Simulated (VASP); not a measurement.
Here is a VASP 6.6.1 calculation.

Contents of INCAR:

```
SYSTEM = Cu
PREC = Accurate ; ENCUT = 520
EDIFF = 1E-7 ; ISMEAR = 0
SIGMA = 0.15 ; LREAL = .False.
LASPH = .True. ; NELM = 100
ALGO = Fast ; ISIF = 2
LWAVE = .False. ; LCHARG = .False.
GGA = PE ; NBANDS = 18
```

The input KPOINTS:

```
regular mesh
0
Gamma
  21 21 12
  0 0 0
```

File POSCAR:

```
Cu
1.0
    2.5658126111      0.0000000000      0.0000000000
   -1.2829063056      2.2220589026      0.0000000000
    0.0000000000      0.0000000000      4.4501453928
Cu
2
Direct
    0.3333333333      0.6666666667      0.2500000000
    0.6666666667      0.3333333333      0.7500000000
```

Potentials or basis: VASP PAW PBE potentials, release 64 (Cu).

Run with:

```bash
$ cat potpaw_PBE.64/Cu/POTCAR > POTCAR
$ mpirun -np 1 vasp_std > vasp.out
```

Question: What does it give for the pressure?

Answer: -6.0 GPa.

Question: What does it give for the band gap on the k mesh?

Answer: Zero (bands 11 and 12 overlap by 6.04 eV).

Stress tensor (GPa, compression positive):
```
 -3.78   0.00   0.00
  0.00  -3.78   0.00
  0.00   0.00 -10.57
```

Caveat: the stress differs along the axes, from -11 to -4 GPa.
